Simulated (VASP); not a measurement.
The system is HfN.

```xyz
2
Lattice="0.0000 2.2590 2.2590 2.2590 0.0000 2.2590 2.2590 2.2590 0.0000" Properties=species:S:1:pos:R:3 pbc="T T T"
Hf    2.2590    2.2590    2.2590
N     0.0000    0.0000    0.0000
```

- Program: VASP 6.6.1
- Task: relaxation of cell and atoms
- Functional: PBEsol
- Potentials or basis: VASP PAW PBE potentials, release 64 (Hf_pv, N)
- Cutoff: 600 eV
- k mesh: 16 × 16 × 16
- Occupations: gaussian, width 0.1 eV
- Spin: no spin polarisation

At the start: pressure -5.3 GPa; volume 11.53 Å³/atom.

Task: How do energy, volume and symmetry change on relaxing?

Result: Over 3 steps the energy falls by 3.6 meV/atom and the volume is 11.31 Å³/atom (-1.9 %); space group Fm-3m (No. 225, to 0.05 Å).

Step by step:
```csv
step,energy change (eV),largest force (eV/Å),pressure (GPa),volume (Å³)
1,0.0000,0.0000,-5.31,23.06
2,0.0216,0.0000,11.70,21.80
3,-0.0073,0.0000,-0.06,22.63
```

Final structure:
```
CELL_PARAMETERS angstrom
0.00000 2.24494 2.24494
2.24494 0.00000 2.24494
2.24494 2.24494 0.00000
ATOMIC_POSITIONS crystal
Hf 0.50000 0.50000 0.50000
N 0.00000 0.00000 0.00000
```

Caveat: the PAW data sets were made with another functional, which shifts forces and pressure a little.
